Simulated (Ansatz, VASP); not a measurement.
**One calculation of C, two programs**

```
CELL_PARAMETERS angstrom
1.22842 0.70923 3.42062
-1.22842 0.70923 3.42062
0.00000 -1.41846 3.42062
ATOMIC_POSITIONS crystal
C 0.83340 0.83340 0.83340
C 0.16660 0.16660 0.16660
```

Alike in both runs: task relaxation of cell and atoms; functional r2SCAN; k mesh 15 × 15 × 15; occupations gaussian, width 0.02 eV; no spin polarisation.

|  | VASP | Ansatz |
| --- | --- | --- |
| version | VASP 6.6.1 | Ansatz 0.2.0 |
| potentials or method | VASP PAW PBE potentials, release 64 (C), cutoff 600 eV | scalar-relativistic, plane waves, PAW |
| valence electrons in the cell | 8 | 8 |

|  | VASP | Ansatz | Ansatz less VASP |
| --- | --- | --- | --- |
| gap on the k mesh at the Fermi level, each at its own relaxed structure (eV) | 0.58 | 0.53 | -0.052 |
| relaxed volume (Å³/atom) | 9.04 | 9.17 | +0.137 |
| relaxed length of the cell vector where the two differ most in proportion (Å) | 3.737 | 3.788 | +0.0507 |

VASP's potentials were made for PBE, not for r2SCAN.
